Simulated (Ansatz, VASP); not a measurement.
One calculation of Mn, two programs

File POSCAR:

```
Mn
1.0
   -1.3936936485      1.3936936485      1.3936936485
    1.3936936485     -1.3936936485      1.3936936485
    1.3936936485      1.3936936485     -1.3936936485
Mn
1
Direct
    0.0000000000      0.0000000000      0.0000000000
```

The input INCAR.step1:

```
SYSTEM = Mn
ALGO = Normal
EDIFF = 1E-4
ENCUT = 520
GGA = PE
ISMEAR = -1
ISPIN = 2
LASPH = .TRUE.
LCHARG = .FALSE.
LMAXMIX = 4
LREAL = .FALSE.
LWAVE = .TRUE.
MAGMOM = 1.191
NBANDS = 16
NELM = 150
PREC = Accurate
SIGMA = 0.05
```

File INCAR.step2:

```
SYSTEM = Mn
ALGO = Normal
EDIFF = 1E-6
ENCUT = 520
ISIF = 2
ISMEAR = -1
ISPIN = 2
ISTART = 1
LASPH = .TRUE.
LCHARG = .FALSE.
LMAXMIX = 4
LMIXTAU = .TRUE.
LORBIT = 11
LREAL = .FALSE.
LWAVE = .FALSE.
MAGMOM = 1.191
METAGGA = R2SCAN
NBANDS = 16
NELM = 150
PREC = Accurate
SIGMA = 0.05
```

The input KPOINTS:

```
k-points
0
G
  26 26 26
  0 0 0
```

Input for Ansatz:

```yaml
crystal:
  lattice:
    - [-1.3936936485, 1.3936936485, 1.3936936485]
    - [1.3936936485, -1.3936936485, 1.3936936485]
    - [1.3936936485, 1.3936936485, -1.3936936485]
  atoms:
    - { symbol: Mn, position: [0.0, 0.0, 0.0], spin: 1.191 }
hamiltonian:
  xc: r2scan
  pseudopotentials:
    kind: paw
    azcp:
      Mn: "pseudopotentials/Mn.paw.azcp"
basis:
  ecutwfc: 500
  fft_grid_basis: typed
kpoints:
  mp_grid: { grid: [26, 26, 26], shift: [0, 0, 0] }
magnetization:
  spin_polarized: true
scf:
  occupations: { method: fermi_dirac, width: 0.05 }
```

Alike in both runs: task single point; functional r2SCAN; k mesh 26 × 26 × 26; occupations fermi-dirac, width 0.05 eV; collinear spin.

|  | VASP | Ansatz |
| --- | --- | --- |
| version | VASP 6.6.1 | Ansatz 0.2.0 |
| potentials or method | VASP PAW PBE potentials, release 64 (Mn_pv), cutoff 520 eV | plane waves (500 eV) with PAW, scalar-relativistic |
| valence electrons in the cell | 13 | 15 |

|  | VASP | Ansatz | Ansatz less VASP |
| --- | --- | --- | --- |
| net moment per atom (μB) | 1.14 | 1.12 | -0.022 |
| size of the moment on the site where the two differ most (μB) | 1.17 | 1.16 | -0.008 |

VASP's potentials were made for PBE, not for r2SCAN. Site moments also hang on the region over which each program counts them. VASP's potentials hold 13 valence electrons a cell and Ansatz's 15, so a difference there can come from the potentials and not from the codes. Ansatz's warnings: stability check not made.
